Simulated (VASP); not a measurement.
Crystal: K.

```
K
1.0
    -3.67618    3.67618    3.67618
     3.67618   -3.67618    3.67618
     3.67618    3.67618   -3.67618
K
3
Cartesian
  3.6762 0.0000 0.0000
  0.0000 3.6762 0.0000
  0.0000 0.0000 3.6762
```

- Program: VASP 6.6.1
- Task: relaxation of cell and atoms
- Functional: PBE
- Potentials or basis: VASP PAW PBE potentials, release 64 (K_sv)
- Cutoff: 600 eV
- k mesh: 4 × 4 × 4
- Occupations: gaussian, width 0.1 eV
- Spin: no spin polarisation

At the start: pressure 1.3 GPa; volume 66.24 Å³/atom.

Problem. Where does the relaxation end?

Solution. Over 4 steps the energy falls by 87.5 meV/atom and the volume is 93.43 Å³/atom (+41.1 %); space group Im-3m (No. 229, to 0.05 Å).

Step by step:
```csv
step,energy change (eV),largest force (eV/Å),pressure (GPa),volume (Å³)
1,0.0000,0.0000,1.29,198.72
2,-0.1055,0.0000,0.89,214.42
3,-0.2539,0.0000,0.16,264.90
4,-0.2626,0.0000,0.03,280.30
```

Final structure:
```yaml
crystal:
  lattice:
    - [-4.12275, 4.12275, 4.12275]
    - [4.12275, -4.12275, 4.12275]
    - [4.12275, 4.12275, -4.12275]
  atoms:
    - { symbol: K, position: [0.00000, 0.50000, 0.50000] }
    - { symbol: K, position: [0.50000, 0.00000, 0.50000] }
    - { symbol: K, position: [0.50000, 0.50000, 0.00000] }
```

Caveat: the volume moved by over 15 % at a fixed basis, so the end points are rough.
